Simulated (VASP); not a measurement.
# Hf in VASP: further runs

Hf is run at these levels: PBEsol; tasks: single point.

All numbers are computed with VASP 6.6.1; they aren't measurements. Logs are shortened: lines on timing, memory, paths and dates and some standing lists are left out, and cuts for length are marked.

### 1 The cell of the first run

The cell holds a slab with vacuum, 6 atoms: a = 3.159 Å, b = 4.999 Å, c = 22.383 Å, α = 90.00°, β = 90.00°, γ = 90.00°.

### 2 Single point, PBEsol

Input file INCAR:

```
SYSTEM = Hf
  PREC = Accurate
  ENCUT = 520
  EDIFF = 1E-7
  ISMEAR = -1
  SIGMA = 0.05
  LREAL = .FALSE.
  LASPH = .TRUE.
  NELM = 100
  ALGO = Normal
  ISIF = 2
  LWAVE = .FALSE.
  LCHARG = .FALSE.
  GGA = PS
  NBANDS = 39
```

Input file KPOINTS:

```
Automatic mesh
0
G
  10 7 1
  0 0 0
```

Input file POSCAR:

```
Hf
1.0
    3.1588656729      0.0000000000      0.0000000000
    0.0000000000      4.9986711415      0.0000000000
    0.0000000000      0.0000000000     22.3832000000
Hf
6
Direct
    0.7500000000      0.7500000000      0.3623767524
    0.2500000000      0.2500000000      0.4013869577
    0.2500000000      0.7500000000      0.4781961931
    0.7500000000      0.2500000000      0.5218038067
    0.7500000000      0.7500000000      0.5986130559
    0.2500000000      0.2500000000      0.6376232342
```

Potentials or basis: VASP PAW PBE potentials, release 64 (Hf_pv).

Launch:

```
$ cat potpaw_PBE.64/Hf_pv/POTCAR > POTCAR
$ mpirun -np 1 vasp_std > vasp.out
```

OUTCAR:

```text
SYSTEM = Hf
   PREC = Accurate
   ENCUT = 520
   EDIFF = 1E-7
   ISMEAR = -1
   LREAL = .FALSE.
   LASPH = .TRUE.
   NELM = 100
   ISIF = 2
   GGA = PS

 ion  position               nearest neighbor table
   1  0.750  0.750  0.362-   3 3.04   3 3.04   2 3.08   2 3.08   2 3.08   2 3.08
   2  0.250  0.250  0.401-   3 3.03   3 3.03   1 3.08   1 3.08   1 3.08   1 3.08   4 3.12   4 3.12

   3  0.250  0.750  0.478-   2 3.03   2 3.03   1 3.04   1 3.04   4 3.11   4 3.11   4 3.11   4 3.11
                             5 3.12   5 3.12
   4  0.750  0.250  0.522-   5 3.03   5 3.03   6 3.04   6 3.04   3 3.11   3 3.11   3 3.11   3 3.11
                             2 3.12   2 3.12
   5  0.750  0.750  0.599-   4 3.03   4 3.03   6 3.08   6 3.08   6 3.08   6 3.08   3 3.12   3 3.12

   6  0.250  0.250  0.638-   4 3.04   4 3.04   5 3.08   5 3.08   5 3.08   5 3.08

  LATTYP: Found a simple orthorhombic cell.
 ALAT       =     3.1588656729
 B/A-ratio  =     1.5824259906
 C/A-ratio  =     7.0858347007

  Lattice vectors:

 A1 = (   3.1588656729,   0.0000000000,   0.0000000000)
 A2 = (   0.0000000000,   4.9986711415,   0.0000000000)
 A3 = (   0.0000000000,   0.0000000000,  22.3832000000)

Analysis of symmetry for initial positions (statically):
=====================================================================
 Subroutine PRICEL returns:
 Original cell was already a primitive cell.

 Routine SETGRP: Setting up the symmetry group for a
 simple orthorhombic supercell.

 Subroutine GETGRP returns: Found  8 space group operations
 (whereof  2 operations were pure point group operations)
 out of a pool of  8 trial point group operations.

The static configuration has the point symmetry S_2 .
 The point group associated with its full space group is D_2h.

Analysis of symmetry for dynamics (positions and initial velocities):
=====================================================================
 Subroutine PRICEL returns:
 Original cell was already a primitive cell.

 Routine SETGRP: Setting up the symmetry group for a
 simple orthorhombic supercell.

 Subroutine GETGRP returns: Found  8 space group operations
 (whereof  2 operations were pure point group operations)
 out of a pool of  8 trial point group operations.

The dynamic configuration has the point symmetry S_2 .
 The point group associated with its full space group is D_2h.

 Subroutine INISYM returns: Found  8 space group operations
 (whereof  2 operations are pure point group operations),
 and found     1 'primitive' translations

----------------------------------------------------------------------------------------

                                     Primitive cell

  volume of cell :     353.4337

  direct lattice vectors                    reciprocal lattice vectors
     3.158865673  0.000000000  0.000000000     0.316569333  0.000000000  0.000000000
     0.000000000  4.998671142  0.000000000     0.000000000  0.200053168  0.000000000
     0.000000000  0.000000000 22.383200000     0.000000000  0.000000000  0.044676364

  length of vectors
     3.158865673  4.998671142 22.383200000     0.316569333  0.200053168  0.044676364

  position of ions in fractional coordinates (direct lattice)
     0.750000000  0.750000000  0.362376752
     0.250000000  0.250000000  0.401386958
     0.250000000  0.750000000  0.478196193
     0.750000000  0.250000000  0.521803807
     0.750000000  0.750000000  0.598613056
     0.250000000  0.250000000  0.637623234

  ion indices of the primitive-cell ions
   primitive index   ion index
                 1           1
                 2           2
                 3           3
                 4           4
                 5           5
                 6           6

----------------------------------------------------------------------------------------

 KPOINTS: Automatic mesh

Automatic generation of k-mesh.
 Grid dimensions read from file:
 generate k-points for:   10    7    1

 Generating k-lattice:

  Cartesian coordinates                     Fractional coordinates (reciprocal lattice)
     0.031656933  0.000000000  0.000000000     0.100000000  0.000000000  0.000000000
     0.000000000  0.028579024  0.000000000     0.000000000  0.142857143  0.000000000
     0.000000000  0.000000000  0.044676364     0.000000000  0.000000000  1.000000000

  Length of vectors
     0.031656933  0.028579024  0.044676364

  Shift w.r.t. Gamma in fractional coordinates (k-lattice)
     0.000000000  0.000000000  0.000000000

 Subroutine IBZKPT returns following result:
 ===========================================

 Found     24 irreducible k-points:

 Following reciprocal coordinates:
            Coordinates               Weight
  0.000000  0.000000  0.000000      1.000000
  0.100000  0.000000  0.000000      2.000000
  0.200000  0.000000  0.000000      2.000000
  0.300000  0.000000  0.000000      2.000000
  0.400000  0.000000  0.000000      2.000000
  0.500000  0.000000  0.000000      1.000000
[... 16 lines left out ...]
  0.400000  0.428571  0.000000      4.000000
  0.500000  0.428571  0.000000      2.000000
   k-points           NKPTS =     24   k-points in BZ     NKDIM =     24   number of bands    NBANDS=     39
   number of dos      NEDOS =    301   number of ions     NIONS =      6
   total plane-waves  NPLWV = 161280
   dimension x,y,z NGX =    24 NGY =   40 NGZ =  168
   dimension x,y,z NGXF=    48 NGYF=   80 NGZF=  336
   ions per type =               6
   NGX,Y,Z   is equivalent  to a cutoff of  12.63, 13.30, 12.48 a.u.
   NGXF,Y,Z  is equivalent  to a cutoff of  25.26, 26.61, 24.96 a.u.
 SYSTEM =  Hf
   PREC   = accura    normal or accurate (medium, high low for compatibility)
   ISTART =      0    job   : 0-new  1-cont  2-samecut
   ICHARG =      2    charge: 1-file 2-atom 10-const
   ISPIN  =      1    spin polarized calculation?
   LNONCOLLINEAR =      F non collinear calculations
   LSORBIT =      F    spin-orbit coupling
   LASPH  =      T    aspherical Exc in radial PAW
   ENCUT  =  520.0 eV  38.22 Ry    6.18 a.u.   5.87  9.29 41.62*2*pi/ulx,y,z
   NELM   =    100;   NELMIN=  2; NELMDL= -5     # of ELM steps
   EDIFF  = 0.1E-06   stopping-criterion for ELM
   LREAL  =      F    real-space projection
   EDIFFG = 0.1E-05   stopping-criterion for IOM
   NSW    =      0    number of steps for IOM
   IBRION =     -1    ionic relax: 0-MD 1-quasi-New 2-CG
   NFREE  =      0    steps in history (QN), initial steepest desc. (CG)
   ISIF   =      2    stress and relaxation
   ISYM   =      2    0-nonsym 1-usesym 2-fastsym
   POTIM  = 0.5000    time-step for ionic-motion
   TEBEG  =    0.0;   TEEND  =   0.0 temperature during run
   PSTRESS=    0.0 pullay stress
   NELECT =      60.0000    total number of electrons
   NUPDOWN=      -1.0000    fix difference up-down
   EMIN   =  10.00;   EMAX   =-10.00  energy-range for DOS
   EFERMI =   0.00;   METHOD = LEGACY
   ISMEAR =    -1;   SIGMA  =   0.05  broadening in eV -4-tet -1-fermi 0-gaus
   EFERMI_NEDOS =   21; number of points for ismear=-14 and -15
   IALGO  =     38    algorithm
   IMIX   =      4    mixing-type and parameters
     AMIX     =   0.40;   BMIX     =  1.00
     AMIX_MAG =   1.60;   BMIX_MAG =  1.00
  volume/ion in A,a.u.               =      58.91       397.51
  Fermi-wavevector in a.u.,A,eV,Ry     =   0.906475  1.712990 11.179871  0.821697
  Thomas-Fermi vector in A             =   2.030167
   LORBIT       =      0    0 simple, 1 ext, 2 COOP (PROOUT), +10 PAW based schemes
   GGA     = PS    functional components
   LHFCALC =     F    Hartree Fock is set to
   AEXX    =    0.0000 exact exchange contribution
   IVDW    =     0    specifies the selected vdW correction
   LEPSILON=     F    determine dielectric tensor
   LRPA    =     F    only Hartree local field effects (RPA)
 non-spin polarized calculation
  energy-cutoff  :      520.00
  volume of cell :      353.43
 maximum number of plane-waves:      9584
 NGX is ok and might be reduce to    24
   NGX = 11   NGY = 19   NGZ = 83

 number of electron      59.9999986 magnetization

 Free energy of the ion-electron system (eV)
  ---------------------------------------------------
  ext. energy  EPLUGINS =         0.00000000
  ---------------------------------------------------
  free energy    TOTEN  =       -59.07491416 eV

  energy without entropy =      -59.01171260  energy(sigma->0) =      -59.04331338

 E-fermi :  -0.5610     XC(G=0):  -5.1382

 val. band max:       -0.5705114907   @ k =   0.0000   0.0000   0.0000
 cond. band min:      -0.5610166811   @ k =   0.4000   0.1429   0.0000
 fundamental gap:      0.0094948096
 Fermi energy:        -0.5610224966

 k-point     1 :       0.0000    0.0000    0.0000
  band No.  band energies     occupation
      1     -31.6601      2.00000
      2     -31.6535      2.00000
      3     -31.6382      2.00000
      4     -31.6162      2.00000
      5     -31.2832      2.00000
      6     -31.1708      2.00000
[... 31 lines left out ...]
     38       1.1244      0.00000
     39       1.1392      0.00000

 k-point     2 :       0.1000    0.0000    0.0000
  band No.  band energies     occupation
      1     -31.6470      2.00000
      2     -31.6397      2.00000
      3     -31.6303      2.00000
      4     -31.5981      2.00000
      5     -31.2713      2.00000
      6     -31.1812      2.00000
[... 31 lines left out ...]
     38       1.1198      0.00000
     39       1.2150      0.00000

 k-point     3 :       0.2000    0.0000    0.0000
  band No.  band energies     occupation
      1     -31.6326      2.00000
      2     -31.6111      2.00000
      3     -31.5819      2.00000
      4     -31.5477      2.00000
      5     -31.3043      2.00000
      6     -31.2742      2.00000
[... 31 lines left out ...]
     38       1.2833      0.00000
     39       1.3277      0.00000

 k-point     4 :       0.3000    0.0000    0.0000
  band No.  band energies     occupation
      1     -31.6216      2.00000
      2     -31.5940      2.00000
      3     -31.4978      2.00000
      4     -31.4756      2.00000
      5     -31.4349      2.00000
      6     -31.4028      2.00000
[... 31 lines left out ...]
     38       0.8158      0.00000
     39       1.7476      0.00000
[... 754 lines left out ...]
     38       0.6190      0.00000
     39       1.5442      0.00000

 k-point    23 :       0.4000    0.4286    0.0000
  band No.  band energies     occupation
      1     -31.6380      2.00000
      2     -31.6345      2.00000
      3     -31.5820      2.00000
      4     -31.5749      2.00000
      5     -31.5384      2.00000
      6     -31.5360      2.00000
[... 31 lines left out ...]
     38       1.1181      0.00000
     39       1.6433      0.00000

 k-point    24 :       0.5000    0.4286    0.0000
  band No.  band energies     occupation
      1     -31.6588      2.00000
      2     -31.6588      2.00000
      3     -31.5943      2.00000
      4     -31.5943      2.00000
      5     -31.5596      2.00000
      6     -31.5596      2.00000
[... 31 lines left out ...]
     38       1.3159      0.00000
     39       1.8007      0.00000

------------------------ aborting loop because EDIFF is reached ----------------------------------------

  FORCE on cell =-STRESS in cart. coord.  units (eV):
  Direction    XX          YY          ZZ          XY          YZ          ZX
  --------------------------------------------------------------------------------------
  -------------------------------------------------------------------------------------
  Total       -4.9053880     -2.5460369     -0.2877614      0.0000000      0.0000000      0.0000000
  in kB      -22.2369926    -11.5416360     -1.3044734      0.0000000      0.0000000      0.0000000
  external PRESSURE =     -11.6943673 kB  Pullay stress =       0.0000000 kB

 VOLUME and BASIS-vectors are now :
 -----------------------------------------------------------------------------
  energy-cutoff  :      520.00
  volume of cell :      353.43
      direct lattice vectors                 reciprocal lattice vectors
     3.158865673  0.000000000  0.000000000     0.316569333  0.000000000  0.000000000
     0.000000000  4.998671142  0.000000000     0.000000000  0.200053168  0.000000000
     0.000000000  0.000000000 22.383200000     0.000000000  0.000000000  0.044676364

 POSITION                                       TOTAL-FORCE (eV/Angst)
 -----------------------------------------------------------------------------------
      2.36915      3.74900      8.11115        -0.000000      0.000000      0.035255
      0.78972      1.24967      8.98432         0.000000     -0.000000      0.015097
      0.78972      3.74900     10.70356        -0.000000      0.000000     -0.017737
      2.36915      1.24967     11.67964        -0.000000     -0.000000      0.017737
      2.36915      3.74900     13.39888        -0.000000      0.000000     -0.015097
      0.78972      1.24967     14.27205        -0.000000      0.000000     -0.035255
 -----------------------------------------------------------------------------------
    total drift:                                0.000000     -0.000000     -0.000024

  FREE ENERGIE OF THE ION-ELECTRON SYSTEM (eV)
  ---------------------------------------------------
  free  energy   TOTEN  =       -59.0749141597 eV

  energy  without entropy=      -59.0117125986  energy(sigma->0) =      -59.04331338
```

Run time: 13 min. Hardware: 1 thread of AMD EPYC 9755, shared host; peak memory 0.49 GiB.

Results:

```yaml
Free_energy: -59.0749 eV
Largest_force: 0.035 eV/Å
Band_gap_on_the_k_mesh: zero (bands 30 and 31 overlap by 0.51 eV)
```

Forces in eV/Å, atoms in the order of the input:
```
Hf   0.000  0.000  0.035
Hf   0.000  0.000  0.015
Hf   0.000  0.000 -0.018
Hf   0.000  0.000  0.018
Hf   0.000  0.000 -0.015
Hf   0.000  0.000 -0.035
```

Levels at points of the mesh, in eV from the Fermi level:
```
           k point  band 27  band 28  band 29  band 30  band 31  band 32  band 33  band 34
(0.00, 0.00, 0.00)    -0.47    -0.45    -0.01     0.18     0.87     0.90     0.90     1.33
(0.50, 0.00, 0.00)    -1.26    -1.26    -0.96    -0.96     0.31     0.31     0.72     0.72
```

Caveat: there is no dipole correction, which matters where the two faces differ; the PAW data sets were made with another functional, which shifts forces and pressure a little; spin-orbit coupling is left out, which moves the levels of the heavy elements.

### 3 Single point, PBEsol

Input file INCAR:

```
SYSTEM = Hf
PREC = Accurate
ENCUT = 520
EDIFF = 1E-6
ISMEAR = -1
SIGMA = 0.05
LREAL = .FALSE.
LASPH = .TRUE.
NELM = 100
ALGO = Normal
ISIF = 2
LWAVE = .FALSE.
LCHARG = .TRUE.
LDIPOL = .TRUE.
IDIPOL = 3
DIPOL = 0.5 0.5 0.500
GGA = PS
LELF = .TRUE.
LVHAR = .TRUE.
LVACPOTAV = .TRUE.
NBANDS = 39
```

KPOINTS is that of step 2.

POSCAR is that of step 2.

Potentials or basis: VASP PAW PBE potentials, release 64 (Hf_pv).

Launch:

```
$ cat potpaw_PBE.64/Hf_pv/POTCAR > POTCAR
$ mpirun -np 1 vasp_std > vasp.out
```

OUTCAR:

```text
SYSTEM = Hf
   PREC = Accurate
   ENCUT = 520
   EDIFF = 1E-6
   ISMEAR = -1
   LREAL = .FALSE.
   LASPH = .TRUE.
   NELM = 100
   ISIF = 2
   GGA = PS

 ion  position               nearest neighbor table
   1  0.750  0.750  0.362-   3 3.04   3 3.04   2 3.08   2 3.08   2 3.08   2 3.08
   2  0.250  0.250  0.401-   3 3.03   3 3.03   1 3.08   1 3.08   1 3.08   1 3.08   4 3.12   4 3.12

   3  0.250  0.750  0.478-   2 3.03   2 3.03   1 3.04   1 3.04   4 3.11   4 3.11   4 3.11   4 3.11
                             5 3.12   5 3.12
   4  0.750  0.250  0.522-   5 3.03   5 3.03   6 3.04   6 3.04   3 3.11   3 3.11   3 3.11   3 3.11
                             2 3.12   2 3.12
   5  0.750  0.750  0.599-   4 3.03   4 3.03   6 3.08   6 3.08   6 3.08   6 3.08   3 3.12   3 3.12

[... 1223 lines left out ...]
  external PRESSURE =     -11.6951932 kB  Pullay stress =       0.0000000 kB

 VOLUME and BASIS-vectors are now :
 -----------------------------------------------------------------------------
  energy-cutoff  :      520.00
  volume of cell :      353.43
      direct lattice vectors                 reciprocal lattice vectors
     3.158865673  0.000000000  0.000000000     0.316569333  0.000000000  0.000000000
     0.000000000  4.998671142  0.000000000     0.000000000  0.200053168  0.000000000
     0.000000000  0.000000000 22.383200000     0.000000000  0.000000000  0.044676364

 POSITION                                       TOTAL-FORCE (eV/Angst)
 -----------------------------------------------------------------------------------
      2.36915      3.74900      8.11115        -0.000000     -0.000000      0.035256
      0.78972      1.24967      8.98432        -0.000000      0.000000      0.015077
      0.78972      3.74900     10.70356        -0.000000      0.000000     -0.017725
      2.36915      1.24967     11.67964        -0.000000      0.000000      0.017725
      2.36915      3.74900     13.39888         0.000000     -0.000000     -0.015077
      0.78972      1.24967     14.27205        -0.000000      0.000000     -0.035256
 -----------------------------------------------------------------------------------
    total drift:                                0.000000     -0.000000     -0.000024

  FREE ENERGIE OF THE ION-ELECTRON SYSTEM (eV)
  ---------------------------------------------------
  free  energy   TOTEN  =       -59.0749140980 eV

  energy  without entropy=      -59.0117127345  energy(sigma->0) =      -59.04331342

 vacuum level on the upper side and lower side of the slab         3.394         3.394
```

OSZICAR:

```text
N       E                     dE             d eps       ncg     rms          rms(c)
DAV:   1     0.219892505147E+03    0.21989E+03   -0.33279E+04  2616   0.128E+03
DAV:   2    -0.468898120323E+02   -0.26678E+03   -0.25845E+03  2309   0.289E+02
DAV:   3    -0.634874344210E+02   -0.16598E+02   -0.15699E+02  2323   0.510E+01
[... 23 lines left out ...]
DAV:  27    -0.590749068862E+02   -0.52804E-05   -0.24609E-07  1339   0.267E-03    0.620E-03
DAV:  28    -0.590749107651E+02   -0.38789E-05   -0.12587E-07  1339   0.147E-03    0.577E-03
DAV:  29    -0.590749118170E+02   -0.10518E-05   -0.39014E-08  1244   0.950E-04    0.360E-03
DAV:  30    -0.590749136633E+02   -0.18464E-05   -0.80863E-08  1334   0.118E-03    0.549E-04
DAV:  31    -0.590749140980E+02   -0.43467E-06   -0.25546E-08  1244   0.571E-04
   1 F= -.59074914E+02 E0= -.59043313E+02  d E =-.632014E-01
```

Run time: 16 min. Hardware: 1 thread of Oxide Virtual Turin-like, shared host; peak memory 0.5 GiB.

Results:

```yaml
Free_energy: -59.0749 eV
Largest_force: 0.035 eV/Å
Band_gap_on_the_k_mesh: zero (bands 30 and 31 overlap by 0.51 eV)
```

Forces in eV/Å, atoms in the order of the input:
```
Hf   0.000  0.000  0.035
Hf   0.000  0.000  0.015
Hf   0.000  0.000 -0.018
Hf   0.000  0.000  0.018
Hf   0.000  0.000 -0.015
Hf   0.000  0.000 -0.035
```

Levels at points of the mesh, in eV from the Fermi level:
| k point | band 26 | band 27 | band 28 | band 29 | band 30 | band 31 | band 32 | band 33 | band 34 | band 35 |
| --- | --- | --- | --- | --- | --- | --- | --- | --- | --- | --- |
| (0.00, 0.00, 0.00) | -0.72 | -0.47 | -0.45 | -0.01 | 0.18 | 0.87 | 0.90 | 0.90 | 1.33 | 1.44 |
| (0.50, 0.00, 0.00) | -1.54 | -1.26 | -1.26 | -0.96 | -0.96 | 0.31 | 0.31 | 0.72 | 0.72 | 0.95 |

Caveat: the PAW data sets were made with another functional, which shifts forces and pressure a little; spin-orbit coupling is left out, which moves the levels of the heavy elements.

[end of part 1 of 2]
